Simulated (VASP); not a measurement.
# KBr (Fm-3m) in VASP: a series of runs

KBr is run at these levels: PBE, r2SCAN; tasks: single point.

All numbers are computed with VASP 6.6.1; they aren't measurements. Logs are shortened: lines on timing, memory, paths and dates and some standing lists are left out, and cuts for length are marked.

**1. The cell of the first run**

The structure is cubic, space group Fm-3m (No. 225). The conventional cell has a = 6.802 Å, b = 6.802 Å, c = 6.802 Å, α = 90.00°, β = 90.00°, γ = 90.00°. Within 4.5 Å of K (site symmetry m-3m) lie 6 Br at 3.40 Å. Br (site symmetry m-3m) has 6 K at 3.40 Å within 4.5 Å.

**2. Single point, PBE (strain +3.0%)**

File INCAR:

```
SYSTEM = KBr
  PREC = Accurate
  ENCUT = 520
  EDIFF = 1E-7
  ISMEAR = -1
  SIGMA = 0.02
  LREAL = .FALSE.
  LASPH = .TRUE.
  NELM = 60
  ALGO = Normal
  ISIF = 2
  LWAVE = .FALSE.
  LCHARG = .FALSE.
  GGA = PE
  NBANDS = 15
```

File KPOINTS:

```
regular mesh
0
G
  6 6 6
  0 0 0
```

File POSCAR:

```
KBr
1.0
    0.0000000000      3.4008513556      3.4008513556
    3.4008513556      0.0000000000      3.4008513556
    3.4008513556      3.4008513556      0.0000000000
K Br
1 1
Direct
    0.0000000000      0.0000000000      0.0000000000
    0.5000000000      0.5000000000      0.5000000000
```

Potentials or basis: VASP PAW PBE potentials, release 64 (K_sv, Br).

Started as:

```sh
$ cat potpaw_PBE.64/K_sv/POTCAR potpaw_PBE.64/Br/POTCAR > POTCAR
$ mpirun -np 1 vasp_std > vasp.out
```

OUTCAR:

```text
SYSTEM = KBr
   PREC = Accurate
   ENCUT = 520
   EDIFF = 1E-7
   ISMEAR = -1
   LREAL = .FALSE.
   LASPH = .TRUE.
   NELM = 60
   ISIF = 2
   GGA = PE

 ion  position               nearest neighbor table
   1  0.000  0.000  0.000-
   2  0.500  0.500  0.500-

  LATTYP: Found a face centered cubic cell.
 ALAT       =     6.8017027112

  Lattice vectors:

 A1 = (   0.0000000000,   3.4008513556,   3.4008513556)
 A2 = (   3.4008513556,   0.0000000000,   3.4008513556)
 A3 = (   3.4008513556,   3.4008513556,   0.0000000000)

Analysis of symmetry for initial positions (statically):
=====================================================================
 Subroutine PRICEL returns:
 Original cell was already a primitive cell.

 Routine SETGRP: Setting up the symmetry group for a
 face centered cubic supercell.

 Subroutine GETGRP returns: Found 48 space group operations
 (whereof 48 operations were pure point group operations)
 out of a pool of 48 trial point group operations.

The static configuration has the point symmetry O_h .

Analysis of symmetry for dynamics (positions and initial velocities):
=====================================================================
 Subroutine PRICEL returns:
 Original cell was already a primitive cell.

 Routine SETGRP: Setting up the symmetry group for a
 face centered cubic supercell.

 Subroutine GETGRP returns: Found 48 space group operations
 (whereof 48 operations were pure point group operations)
 out of a pool of 48 trial point group operations.

The dynamic configuration has the point symmetry O_h .

 Subroutine INISYM returns: Found 48 space group operations
 (whereof 48 operations are pure point group operations),
 and found     1 'primitive' translations

----------------------------------------------------------------------------------------

                                     Primitive cell

  volume of cell :      78.6671

  direct lattice vectors                    reciprocal lattice vectors
     0.000000000  3.400851356  3.400851356    -0.147022009  0.147022009  0.147022009
     3.400851356  0.000000000  3.400851356     0.147022009 -0.147022009  0.147022009
     3.400851356  3.400851356  0.000000000     0.147022009  0.147022009 -0.147022009

  length of vectors
     4.809530111  4.809530111  4.809530111     0.254649590  0.254649590  0.254649590

  position of ions in fractional coordinates (direct lattice)
     0.000000000  0.000000000  0.000000000
     0.500000000  0.500000000  0.500000000

  ion indices of the primitive-cell ions
   primitive index   ion index
                 1           1
                 2           2

----------------------------------------------------------------------------------------

 KPOINTS: regular mesh

Automatic generation of k-mesh.
 Grid dimensions read from file:
 generate k-points for:    6    6    6

 Generating k-lattice:

  Cartesian coordinates                     Fractional coordinates (reciprocal lattice)
    -0.024503668  0.024503668  0.024503668     0.166666667  0.000000000  0.000000000
     0.024503668 -0.024503668  0.024503668     0.000000000  0.166666667  0.000000000
     0.024503668  0.024503668 -0.024503668     0.000000000  0.000000000  0.166666667

  Length of vectors
     0.042441598  0.042441598  0.042441598

  Shift w.r.t. Gamma in fractional coordinates (k-lattice)
     0.000000000  0.000000000  0.000000000

 Subroutine IBZKPT returns following result:
 ===========================================

 Found     16 irreducible k-points:

 Following reciprocal coordinates:
            Coordinates               Weight
  0.000000  0.000000  0.000000      1.000000
  0.166667  0.000000  0.000000      8.000000
  0.333333  0.000000  0.000000      8.000000
  0.500000  0.000000  0.000000      4.000000
  0.166667  0.166667  0.000000      6.000000
  0.333333  0.166667  0.000000     24.000000
[... 8 lines left out ...]
 -0.333333  0.333333  0.166667     24.000000
 -0.333333  0.500000  0.166667     12.000000
   k-points           NKPTS =     16   k-points in BZ     NKDIM =     16   number of bands    NBANDS=     15
   number of dos      NEDOS =    301   number of ions     NIONS =      2
   total plane-waves  NPLWV =  46656
   dimension x,y,z NGX =    36 NGY =   36 NGZ =   36
   dimension x,y,z NGXF=    72 NGYF=   72 NGZF=   72
   ions per type =               1   1
   NGX,Y,Z   is equivalent  to a cutoff of  12.44, 12.44, 12.44 a.u.
   NGXF,Y,Z  is equivalent  to a cutoff of  24.89, 24.89, 24.89 a.u.
 SYSTEM =  KBr
   PREC   = accura    normal or accurate (medium, high low for compatibility)
   ISTART =      0    job   : 0-new  1-cont  2-samecut
   ICHARG =      2    charge: 1-file 2-atom 10-const
   ISPIN  =      1    spin polarized calculation?
   LNONCOLLINEAR =      F non collinear calculations
   LSORBIT =      F    spin-orbit coupling
   LASPH  =      T    aspherical Exc in radial PAW
   ENCUT  =  520.0 eV  38.22 Ry    6.18 a.u.   8.94  8.94  8.94*2*pi/ulx,y,z
   NELM   =     60;   NELMIN=  2; NELMDL= -5     # of ELM steps
   EDIFF  = 0.1E-06   stopping-criterion for ELM
   LREAL  =      F    real-space projection
   EDIFFG = 0.1E-05   stopping-criterion for IOM
   NSW    =      0    number of steps for IOM
   IBRION =     -1    ionic relax: 0-MD 1-quasi-New 2-CG
   NFREE  =      0    steps in history (QN), initial steepest desc. (CG)
   ISIF   =      2    stress and relaxation
   ISYM   =      2    0-nonsym 1-usesym 2-fastsym
   POTIM  = 0.5000    time-step for ionic-motion
   TEBEG  =    0.0;   TEEND  =   0.0 temperature during run
   PSTRESS=    0.0 pullay stress
   NELECT =      16.0000    total number of electrons
   NUPDOWN=      -1.0000    fix difference up-down
   EMIN   =  10.00;   EMAX   =-10.00  energy-range for DOS
   EFERMI =   0.00;   METHOD = LEGACY
   ISMEAR =    -1;   SIGMA  =   0.02  broadening in eV -4-tet -1-fermi 0-gaus
   EFERMI_NEDOS =   21; number of points for ismear=-14 and -15
   IALGO  =     38    algorithm
   IMIX   =      4    mixing-type and parameters
     AMIX     =   0.40;   BMIX     =  1.00
     AMIX_MAG =   1.60;   BMIX_MAG =  1.00
  volume/ion in A,a.u.               =      39.33       265.44
  Fermi-wavevector in a.u.,A,eV,Ry     =   0.962758  1.819349 12.611283  0.926903
  Thomas-Fermi vector in A             =   2.092245
   LORBIT       =      0    0 simple, 1 ext, 2 COOP (PROOUT), +10 PAW based schemes
   GGA     = PE    functional components
   LHFCALC =     F    Hartree Fock is set to
   AEXX    =    0.0000 exact exchange contribution
   IVDW    =     0    specifies the selected vdW correction
   LEPSILON=     F    determine dielectric tensor
   LRPA    =     F    only Hartree local field effects (RPA)
 non-spin polarized calculation
  energy-cutoff  :      520.00
  volume of cell :       78.67
 maximum number of plane-waves:      2138
   NGX = 17   NGY = 17   NGZ = 17

 number of electron      16.0000004 magnetization

 Free energy of the ion-electron system (eV)
  ---------------------------------------------------
  ext. energy  EPLUGINS =         0.00000000
  ---------------------------------------------------
  free energy    TOTEN  =        -6.21884228 eV

  energy without entropy =       -6.21884228  energy(sigma->0) =       -6.21884228

 E-fermi :  -1.5481     XC(G=0):  -7.0170

 val. band max:       -2.0741564520   @ k =   0.0000   0.0000   0.0000
 cond. band min:       2.1296898539   @ k =   0.0000   0.0000   0.0000
 fundamental gap:      4.2038463059
 Fermi energy:        -1.5480746897

 k-point     1 :       0.0000    0.0000    0.0000
  band No.  band energies     occupation
      1     -30.0594      2.00000
      2     -14.2658      2.00000
      3     -13.5297      2.00000
      4     -13.5297      2.00000
      5     -13.5297      2.00000
      6      -2.0742      2.00000
      7      -2.0742      2.00000
      8      -2.0742      2.00000
      9       2.1297      0.00000
     10       5.4954      0.00000
     11       5.4954      0.00000
     12       5.4954      0.00000
     13       6.2641      0.00000
     14       6.2641      0.00000
     15       9.2837      0.00000

 k-point     2 :       0.1667    0.0000    0.0000
  band No.  band energies     occupation
      1     -30.0585      2.00000
      2     -14.3141      2.00000
      3     -13.5308      2.00000
      4     -13.5308      2.00000
      5     -13.4684      2.00000
      6      -2.3856      2.00000
      7      -2.1443      2.00000
      8      -2.1443      2.00000
      9       2.7308      0.00000
     10       5.3382      0.00000
     11       5.7916      0.00000
     12       5.7916      0.00000
     13       6.5708      0.00000
     14       6.5708      0.00000
     15      10.0667      0.00000

 k-point     3 :       0.3333    0.0000    0.0000
  band No.  band energies     occupation
      1     -30.0569      2.00000
      2     -14.3941      2.00000
      3     -13.5330      2.00000
      4     -13.5330      2.00000
      5     -13.3622      2.00000
      6      -2.8783      2.00000
      7      -2.2774      2.00000
      8      -2.2774      2.00000
      9       3.8461      0.00000
     10       5.4363      0.00000
     11       6.5807      0.00000
     12       6.5807      0.00000
     13       7.3461      0.00000
     14       7.3461      0.00000
     15       8.9161      0.00000
[... 199 lines left out ...]
 k-point    15 :      -0.3333    0.3333    0.1667
  band No.  band energies     occupation
      1     -30.0552      2.00000
      2     -14.3207      2.00000
      3     -13.5630      2.00000
      4     -13.5539      2.00000
      5     -13.4155      2.00000
      6      -2.7878      2.00000
      7      -2.5315      2.00000
      8      -2.4061      2.00000
      9       4.9738      0.00000
     10       5.3604      0.00000
     11       6.0990      0.00000
     12       6.7593      0.00000
     13       7.9660      0.00000
     14       8.2139      0.00000
     15       8.5262      0.00000

 k-point    16 :      -0.3333    0.5000    0.1667
  band No.  band energies     occupation
      1     -30.0550      2.00000
      2     -14.2576      2.00000
      3     -13.5819      2.00000
      4     -13.5635      2.00000
      5     -13.4699      2.00000
      6      -2.6978      2.00000
      7      -2.4770      2.00000
      8      -2.4678      2.00000
      9       4.5102      0.00000
     10       5.4803      0.00000
     11       5.9777      0.00000
     12       6.8140      0.00000
     13       7.6633      0.00000
     14       8.4088      0.00000
     15       8.7967      0.00000

------------------------ aborting loop because EDIFF is reached ----------------------------------------

  FORCE on cell =-STRESS in cart. coord.  units (eV):
  Direction    XX          YY          ZZ          XY          YZ          ZX
  --------------------------------------------------------------------------------------
  -------------------------------------------------------------------------------------
  Total       -0.2455079     -0.2455079     -0.2455079      0.0000000     -0.0000000      0.0000000
  in kB       -5.0001517     -5.0001517     -5.0001517      0.0000000     -0.0000000      0.0000000
  external PRESSURE =      -5.0001517 kB  Pullay stress =       0.0000000 kB

 VOLUME and BASIS-vectors are now :
 -----------------------------------------------------------------------------
  energy-cutoff  :      520.00
  volume of cell :       78.67
      direct lattice vectors                 reciprocal lattice vectors
     0.000000000  3.400851356  3.400851356    -0.147022009  0.147022009  0.147022009
     3.400851356  0.000000000  3.400851356     0.147022009 -0.147022009  0.147022009
     3.400851356  3.400851356  0.000000000     0.147022009  0.147022009 -0.147022009

 POSITION                                       TOTAL-FORCE (eV/Angst)
 -----------------------------------------------------------------------------------
      0.00000      0.00000      0.00000        -0.000000      0.000000     -0.000000
      3.40085      3.40085      3.40085         0.000000     -0.000000      0.000000
 -----------------------------------------------------------------------------------
    total drift:                                0.000000      0.000000      0.000000

  FREE ENERGIE OF THE ION-ELECTRON SYSTEM (eV)
  ---------------------------------------------------
  free  energy   TOTEN  =        -6.2188422800 eV

  energy  without entropy=       -6.2188422800  energy(sigma->0) =       -6.21884228
```

Wall time 29 s (1 thread of Intel Xeon Platinum 8259CL at 2.50GHz (Skylake/Cascade Lake), shared host); peak memory 0.2 GiB.

What came out:

| Item | Value |
| --- | --- |
| Free energy | -6.2188 eV |
| Pressure | -0.5 GPa |
| Band gap on the k mesh | 4.20 eV |

Caveat: the cell differs from its parent crystal (strain +3.0%).

(Part 1 of 2 ends here.)
